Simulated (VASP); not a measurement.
# AlNi in VASP: a series of runs, part 2 of 2

VASP 6.6.1. Earlier steps stand in the parts before.

### Step 4. Single point, PBEsol

Input file INCAR:

```
SYSTEM = AlNi
  ALGO = Normal
  EDIFF = 1E-7
  ENCUT = 520
  GGA = PS
  ISIF = 2
  ISMEAR = 0
  LASPH = .True.
  LCHARG = .True.
  LELF = .True.
  LREAL = .False.
  LVHAR = .True.
  LWAVE = .False.
  NBANDS = 14
  NELM = 60
  PREC = Accurate
  SIGMA = 0.1
```

Input file KPOINTS:

```
k-points
0
Gamma
  8 8 6
  0 0 0
```

Input file POSCAR:

```
AlNi
1.0
    1.9386940000     -1.9531901500      0.0000000000
    1.9386940000      1.9531901500      0.0000000000
    0.0000000000      0.0000000000      3.0994300413
Al Ni
1 1
Direct
    0.0000000000      0.0000000000      0.0000000000
    0.5000000000      0.5000000000      0.5000000000
```

Potentials or basis: VASP PAW PBE potentials, release 64 (Al, Ni).

Command:

```bash
$ cat potpaw_PBE.64/Al/POTCAR potpaw_PBE.64/Ni/POTCAR > POTCAR
$ mpirun -np 1 vasp_std > vasp.out
```

OUTCAR:

```text
SYSTEM = AlNi
   EDIFF = 1E-7
   ENCUT = 520
   GGA = PS
   ISIF = 2
   ISMEAR = 0
   LASPH = .True.
   LREAL = .False.
   NELM = 60
   PREC = Accurate

 ion  position               nearest neighbor table
   1  0.000  0.000  0.000-   2 2.48   2 2.48   2 2.48   2 2.48   2 2.49   2 2.49   2 2.49   2 2.49

   2  0.500  0.500  0.500-   1 2.48   1 2.48   1 2.48   1 2.48   1 2.49   1 2.49   1 2.49   1 2.49

  LATTYP: Found a base centered orthorhombic cell.
 ALAT       =     3.8773880000
 B/A-ratio  =     1.0074772759
 C/A-ratio  =     0.7993603017

  Lattice vectors:

 A1 = (   1.9386940000,  -1.9531901500,   0.0000000000)
 A2 = (   1.9386940000,   1.9531901500,   0.0000000000)
 A3 = (   0.0000000000,   0.0000000000,   3.0994300413)

Analysis of symmetry for initial positions (statically):
=====================================================================
 Subroutine PRICEL returns:
 Original cell was already a primitive cell.

 Routine SETGRP: Setting up the symmetry group for a
 base centered orthorhombic supercell.

 Subroutine GETGRP returns: Found  8 space group operations
 (whereof  8 operations were pure point group operations)
 out of a pool of  8 trial point group operations.

The static configuration has the point symmetry D_2h.

Analysis of symmetry for dynamics (positions and initial velocities):
=====================================================================
 Subroutine PRICEL returns:
 Original cell was already a primitive cell.

 Routine SETGRP: Setting up the symmetry group for a
 base centered orthorhombic supercell.

 Subroutine GETGRP returns: Found  8 space group operations
 (whereof  8 operations were pure point group operations)
 out of a pool of  8 trial point group operations.

The dynamic configuration has the point symmetry D_2h.

 Subroutine INISYM returns: Found  8 space group operations
 (whereof  8 operations are pure point group operations),
 and found     1 'primitive' translations

----------------------------------------------------------------------------------------

                                     Primitive cell

  volume of cell :      23.4728

  direct lattice vectors                    reciprocal lattice vectors
     1.938694000 -1.953190150  0.000000000     0.257905580 -0.255991461  0.000000000
     1.938694000  1.953190150  0.000000000     0.257905580  0.255991461  0.000000000
     0.000000000  0.000000000  3.099430041     0.000000000  0.000000000  0.322639965

  length of vectors
     2.751996764  2.751996764  3.099430041     0.363382603  0.363382603  0.322639965

  position of ions in fractional coordinates (direct lattice)
     0.000000000  0.000000000  0.000000000
     0.500000000  0.500000000  0.500000000

  ion indices of the primitive-cell ions
   primitive index   ion index
                 1           1
                 2           2

----------------------------------------------------------------------------------------

 KPOINTS: k-points

Automatic generation of k-mesh.
 Grid dimensions read from file:
 generate k-points for:    8    8    6

 Generating k-lattice:

  Cartesian coordinates                     Fractional coordinates (reciprocal lattice)
[... 41 lines left out ...]
 [... further k-points ...]
   k-points           NKPTS =     84   k-points in BZ     NKDIM =     84   number of bands    NBANDS=     14
   number of dos      NEDOS =    301   number of ions     NIONS =      2
   total plane-waves  NPLWV =   9600
   dimension x,y,z NGX =    20 NGY =   20 NGZ =   24
   dimension x,y,z NGXF=    40 NGYF=   40 NGZF=   48
   ions per type =               1   1
   NGX,Y,Z   is equivalent  to a cutoff of  12.08, 12.08, 12.87 a.u.
   NGXF,Y,Z  is equivalent  to a cutoff of  24.16, 24.16, 25.75 a.u.
 SYSTEM =  AlNi
   PREC   = accura    normal or accurate (medium, high low for compatibility)
   ISTART =      0    job   : 0-new  1-cont  2-samecut
   ICHARG =      2    charge: 1-file 2-atom 10-const
   ISPIN  =      1    spin polarized calculation?
   LNONCOLLINEAR =      F non collinear calculations
   LSORBIT =      F    spin-orbit coupling
   LASPH  =      T    aspherical Exc in radial PAW
   ENCUT  =  520.0 eV  38.22 Ry    6.18 a.u.   5.12  5.12  5.76*2*pi/ulx,y,z
   NELM   =     60;   NELMIN=  2; NELMDL= -5     # of ELM steps
   EDIFF  = 0.1E-06   stopping-criterion for ELM
   LREAL  =      F    real-space projection
   EDIFFG = 0.1E-05   stopping-criterion for IOM
   NSW    =      0    number of steps for IOM
   IBRION =     -1    ionic relax: 0-MD 1-quasi-New 2-CG
   NFREE  =      0    steps in history (QN), initial steepest desc. (CG)
   ISIF   =      2    stress and relaxation
   ISYM   =      2    0-nonsym 1-usesym 2-fastsym
   POTIM  = 0.5000    time-step for ionic-motion
   TEBEG  =    0.0;   TEEND  =   0.0 temperature during run
   PSTRESS=    0.0 pullay stress
   NELECT =      13.0000    total number of electrons
   NUPDOWN=      -1.0000    fix difference up-down
   EMIN   =  10.00;   EMAX   =-10.00  energy-range for DOS
   EFERMI =   0.00;   METHOD = LEGACY
   ISMEAR =     0;   SIGMA  =   0.10  broadening in eV -4-tet -1-fermi 0-gaus
   EFERMI_NEDOS =   21; number of points for ismear=-14 and -15
   IALGO  =     38    algorithm
   IMIX   =      4    mixing-type and parameters
     AMIX     =   0.40;   BMIX     =  1.00
     AMIX_MAG =   1.60;   BMIX_MAG =  1.00
  volume/ion in A,a.u.               =      11.74        79.20
  Fermi-wavevector in a.u.,A,eV,Ry     =   1.344417  2.540580 24.591955  1.807458
  Thomas-Fermi vector in A             =   2.472413
   LORBIT       =      0    0 simple, 1 ext, 2 COOP (PROOUT), +10 PAW based schemes
   GGA     = PS    functional components
   LHFCALC =     F    Hartree Fock is set to
   AEXX    =    0.0000 exact exchange contribution
   IVDW    =     0    specifies the selected vdW correction
   LEPSILON=     F    determine dielectric tensor
   LRPA    =     F    only Hartree local field effects (RPA)
 non-spin polarized calculation
 Gauss-broadening in eV      SIGMA  =   0.10
  energy-cutoff  :      520.00
  volume of cell :       23.47
 maximum number of plane-waves:       646
   NGX = 11   NGY = 11   NGZ = 11

 number of electron      13.0000022 magnetization

 Free energy of the ion-electron system (eV)
  ---------------------------------------------------
  ext. energy  EPLUGINS =         0.00000000
  ---------------------------------------------------
  free energy    TOTEN  =       -11.53646621 eV

  energy without entropy =      -11.53031994  energy(sigma->0) =      -11.53339308

 E-fermi :  10.1390     XC(G=0): -12.2572

 val. band max:       10.1339217353   @ k =   0.3750   0.1250   0.0000
 cond. band min:      10.1410830474   @ k =  -0.3750   0.1250   0.0000
 fundamental gap:      0.0071613121
 Fermi energy:        10.1389587213

 k-point     1 :       0.0000    0.0000    0.0000
  band No.  band energies     occupation
      1      -1.1358      2.00000
      2       6.7218      2.00000
      3       6.8275      2.00000
      4       8.4755      2.00000
      5       8.4973      2.00000
      6       8.7649      2.00000
      7      13.0831      0.00000
      8      17.1851      0.00000
      9      17.2294      0.00000
     10      17.3274      0.00000
     11      18.8035      0.00000
     12      24.7675      0.00000
     13      30.5560      0.00000
     14      30.5657      0.00000
[... 377 lines left out ...]
      1       0.5254      2.00000
      2       6.7673      2.00000
      3       6.8584      2.00000
      4       7.7143      2.00000
      5       8.3874      2.00000
      6       8.4499      2.00000
      7      11.5781      0.00000
      8      12.6992      0.00000
      9      19.1505      0.00000
     10      19.5525      0.00000
     11      22.0058      0.00000
     12      23.3303      0.00000
     13      27.8847      0.00000
     14      28.5464      0.00000

 [... further k-points ...]

------------------------ aborting loop because EDIFF is reached ----------------------------------------

  FORCE on cell =-STRESS in cart. coord.  units (eV):
  Direction    XX          YY          ZZ          XY          YZ          ZX
  --------------------------------------------------------------------------------------
  -------------------------------------------------------------------------------------
  Total        0.3340889      0.1413567     -0.2268794      0.0000000      0.0000000      0.0000000
  in kB       22.8037901      9.6485334    -15.4860248      0.0000000      0.0000000      0.0000000
  external PRESSURE =       5.6554329 kB  Pullay stress =       0.0000000 kB

 VOLUME and BASIS-vectors are now :
 -----------------------------------------------------------------------------
  energy-cutoff  :      520.00
  volume of cell :       23.47
      direct lattice vectors                 reciprocal lattice vectors
     1.938694000 -1.953190150  0.000000000     0.257905580 -0.255991461  0.000000000
     1.938694000  1.953190150  0.000000000     0.257905580  0.255991461  0.000000000
     0.000000000  0.000000000  3.099430041     0.000000000  0.000000000  0.322639965

 POSITION                                       TOTAL-FORCE (eV/Angst)
 -----------------------------------------------------------------------------------
      0.00000      0.00000      0.00000         0.000000      0.000000      0.000000
      1.93869      0.00000      1.54972        -0.000000     -0.000000      0.000000
 -----------------------------------------------------------------------------------
    total drift:                                0.000000      0.000000      0.000000

  FREE ENERGIE OF THE ION-ELECTRON SYSTEM (eV)
  ---------------------------------------------------
  free  energy   TOTEN  =       -11.5364662150 eV

  energy  without entropy=      -11.5303199420  energy(sigma->0) =      -11.53339308
```

stdout:

```text
POSCAR found type information on POSCAR AlNi
 POSCAR found :  2 types and       2 ions
 scaLAPACK will be used
 -----------------------------------------------------------------------------
|                                                                             |
|                                                                             |
|     You enforced a specific xc type in the INCAR file but a different       |
|     I HOPE YOU KNOW WHAT YOU ARE DOING!                                     |
|                                                                             |
 -----------------------------------------------------------------------------

 LDA part: xc-table for (Slater+PW92), standard interpolation
 POSCAR, INCAR and KPOINTS ok, starting setup
 FFT: planning ... GRIDC
 FFT: planning ... GRID_SOFT
 FFT: planning ... GRID
 WAVECAR not read
 entering main loop
```

Run time: 12 s. Hardware: 1 thread of Intel Xeon Platinum 8559C (Emerald Rapids), shared host; peak memory 0.14 GiB.

What came out:

```
Free energy : -11.5365 eV
Pressure    : 0.6 GPa
```

Caveat: the PAW data sets were made with another functional, which shifts forces and pressure a little.

### Step 5. Single point, PBEsol

Input file INCAR:

```
PREC     = Accurate       # precision mode
ENCUT    = 520            # plane-wave cutoff, eV
EDIFF    = 1E-6           # SCF threshold, eV
ISMEAR   = 0              # smearing method
SIGMA    = 0.1            # smearing width, eV
LREAL    = F              # projectors in reciprocal space
LASPH    = T              # aspherical terms in the spheres
NELM     = 60             # most SCF steps
ALGO     = Fast           # electronic algorithm
ISIF     = 2              # what is computed and relaxed
LWAVE    = F              # write WAVECAR
LCHARG   = F              # write CHGCAR
GGA      = PS             # functional
NBANDS   = 14             # bands
```

Input file KPOINTS:

```
regular mesh
0
Gamma
  8 8 8
```

POSCAR is that of step 4.

Command:

```bash
$ cat potpaw_PBE.64/Al/POTCAR potpaw_PBE.64/Ni/POTCAR > POTCAR
$ mpirun -np 1 vasp_std > vasp.out
```

Wall time 16 s (1 thread of Intel Xeon Platinum 8559C (Emerald Rapids), shared host); peak memory 0.15 GiB.

It converged, with:

| Quantity | Value |
| --- | --- |
| Free energy | -11.5369 eV |
| Pressure | 0.2 GPa |

Stress tensor (GPa, compression positive):
```
 2.95  0.00  0.00
 0.00  1.29  0.00
 0.00  0.00 -3.80
```

Levels at points of the mesh, in eV from the Fermi level:
```
           k point  band 3  band 4  band 5  band 6  band 7  band 8  band 9  band 10  band 11  band 12
(0.00, 0.00, 0.00)   -3.34   -1.72   -1.70   -1.41    2.90    7.00    7.04     7.14     8.62    14.58
(0.50, 0.00, 0.00)   -2.86   -2.81   -2.13   -1.58   -0.41    7.74    7.90     9.35    11.58    12.69
(0.50, 0.50, 0.00)   -2.50   -2.50   -2.47   -2.35   -0.91    2.17    3.26    10.76    13.48    13.61
(0.00, 0.00, 0.50)   -3.03   -2.15   -2.13   -1.36   -1.30    8.38   11.14    11.18    11.48    11.49
(0.50, 0.00, 0.50)   -3.48   -2.90   -2.05   -1.96   -1.28    1.25    2.16    13.58    15.54    16.08
(0.50, 0.50, 0.50)   -4.18   -1.24   -0.90    1.79    2.03    2.15    3.93     4.03     4.12     5.35
```

Caveat: the PAW data sets were made with another functional, which shifts forces and pressure a little.

### Step 6. Single point, PBEsol

This run uses another cell than the first one, of 12.03 Å³/atom, 1.025 times its volume.

Input file INCAR:

```
SYSTEM = AlNi
PREC = Accurate ; ENCUT = 520
EDIFF = 1E-6 ; ISMEAR = 0
SIGMA = 0.1 ; LREAL = .FALSE.
LASPH = .TRUE. ; NELM = 100
ALGO = Normal ; ISIF = 2
LWAVE = .FALSE. ; LCHARG = .FALSE.
GGA = PS ; NBANDS = 14
```

Input file KPOINTS:

```
Automatic mesh
0
G
  6 6 6
  0 0 0
```

Input file POSCAR:

```
AlNi
1.0
    1.9200181183     -1.9425589801     -0.0037790393
    1.9512319427      1.9735411424      0.0255001712
    0.0173630105      0.0232309344      3.1752880394
Al Ni
1 1
Direct
   -0.0042343019      0.0203536993     -0.0081235684
    0.5000516049      0.4946897599      0.4962920952
```

Potentials or basis: VASP PAW PBE potentials, release 64 (Al, Ni).

Command:

```bash
$ cat potpaw_PBE.64/Al/POTCAR potpaw_PBE.64/Ni/POTCAR > POTCAR
$ mpirun -np 1 vasp_std > vasp.out
```

OUTCAR:

```text
SYSTEM = AlNi
   PREC = Accurate
   ENCUT = 520
   EDIFF = 1E-6
   ISMEAR = 0
   LREAL = .FALSE.
   LASPH = .TRUE.
   NELM = 100
   ISIF = 2
   GGA = PS

 ion  position               nearest neighbor table
   1  0.996  0.020  0.992-   2 2.45   2 2.45   2 2.49   2 2.50   2 2.53   2 2.54   2 2.56   2 2.58

   2  0.500  0.495  0.496-   1 2.45   1 2.45   1 2.49   1 2.50   1 2.53   1 2.54   1 2.56   1 2.58

  LATTYP: Found a triclinic cell.
 ALAT       =     6.3109597888
 B/A-ratio  =     0.9663547015
 C/A-ratio  =     1.3956002506
 COS(alpha) =     0.0000535922
 COS(beta)  =     0.6296017415
 COS(gamma) =     0.7737014820
[... 599 lines left out ...]

  FORCE on cell =-STRESS in cart. coord.  units (eV):
  Direction    XX          YY          ZZ          XY          YZ          ZX
  --------------------------------------------------------------------------------------
  -------------------------------------------------------------------------------------
  Total        0.0643238     -0.2853139     -1.0999444     -0.2864275     -0.2576404     -0.2036194
  in kB        4.2824168    -18.9950260    -73.2297721    -19.0691617    -17.1526379    -13.5561439
  external PRESSURE =     -29.3141271 kB  Pullay stress =       0.0000000 kB

 VOLUME and BASIS-vectors are now :
 -----------------------------------------------------------------------------
  energy-cutoff  :      520.00
  volume of cell :       24.07
      direct lattice vectors                 reciprocal lattice vectors
     1.920018118 -1.942558980 -0.003779039     0.260372202 -0.257434856  0.000459677
     1.951231943  1.973541142  0.025500171     0.256305261  0.253337505 -0.003254980
     0.017363011  0.023230934  3.175288039    -0.001748462 -0.002340892  0.314958746

 POSITION                                       TOTAL-FORCE (eV/Angst)
 -----------------------------------------------------------------------------------
      1.96882     -1.87112      3.14625        -0.223843     -0.291164      0.115565
      1.93398      0.01644      1.58660         0.223843      0.291164     -0.115565
 -----------------------------------------------------------------------------------
    total drift:                                0.000107      0.000070     -0.000407

  FREE ENERGIE OF THE ION-ELECTRON SYSTEM (eV)
  ---------------------------------------------------
  free  energy   TOTEN  =       -11.5120981006 eV

  energy  without entropy=      -11.5082811979  energy(sigma->0) =      -11.51018965
```

stdout:

```text
POSCAR found type information on POSCAR AlNi
 POSCAR found :  2 types and       2 ions
 scaLAPACK will be used
 -----------------------------------------------------------------------------
|                                                                             |
|                                                                             |
|     You enforced a specific xc type in the INCAR file but a different       |
|     I HOPE YOU KNOW WHAT YOU ARE DOING!                                     |
|                                                                             |
 -----------------------------------------------------------------------------

 LDA part: xc-table for (Slater+PW92), standard interpolation
 POSCAR, INCAR and KPOINTS ok, starting setup
 FFT: planning ... GRIDC
 FFT: planning ... GRID_SOFT
 FFT: planning ... GRID
 WAVECAR not read
 entering main loop
```

Wall time 15 s (1 thread of Intel Xeon Platinum 8559C (Emerald Rapids), shared host); peak memory 0.16 GiB.

What came out:

```
Free energy   : -11.5121 eV
Pressure      : -2.9 GPa
Largest force : 0.385 eV/Å
```

Forces on the atoms (eV/Å):
```
Al  -0.224 -0.291  0.116
Ni   0.224  0.291 -0.116
```

Caveat: the k points lie up to 0.38 Å⁻¹ apart; the PAW data sets were made with another functional, which shifts forces and pressure a little.

### Step 7. The runs side by side

| cell | k mesh | gap on the mesh (eV) | pressure (GPa) | largest force (eV/Å) |
| --- | --- | --- | --- | --- |
| a = 2.752, b = 2.752, c = 3.099 Å, angles 90.0, 90.0, 90.4°, 2 atoms | 4 × 4 × 4 | none | 0.5 | - |
| a = 2.731, b = 2.775, c = 3.175 Å, angles 89.0, 90.2, 90.7°, 2 atoms | 4 × 4 × 4 | none | -3.2 | 0.39 |
| a = 2.752, b = 2.752, c = 3.099 Å, angles 90.0, 90.0, 90.4°, 2 atoms | 8 × 8 × 6 | none | 0.6 | - |
| a = 2.752, b = 2.752, c = 3.099 Å, angles 90.0, 90.0, 90.4°, 2 atoms | 8 × 8 × 8 | none | 0.2 | - |
| a = 2.731, b = 2.775, c = 3.175 Å, angles 89.0, 90.2, 90.7°, 2 atoms | 6 × 6 × 6 | none | -2.9 | 0.39 |

Alike in all rows: task single point; level PBEsol; potentials or basis VASP PAW PBE potentials, release 64 (Al, Ni); no spin polarisation; cutoff (eV) 520; smearing gaussian 0.1 eV.

Caveats: some runs use coarse meshes; the PAW data sets were made with another functional, which shifts forces and pressure a little.

Total energies depend on the potentials used, so only differences within one code and one set of settings carry meaning.
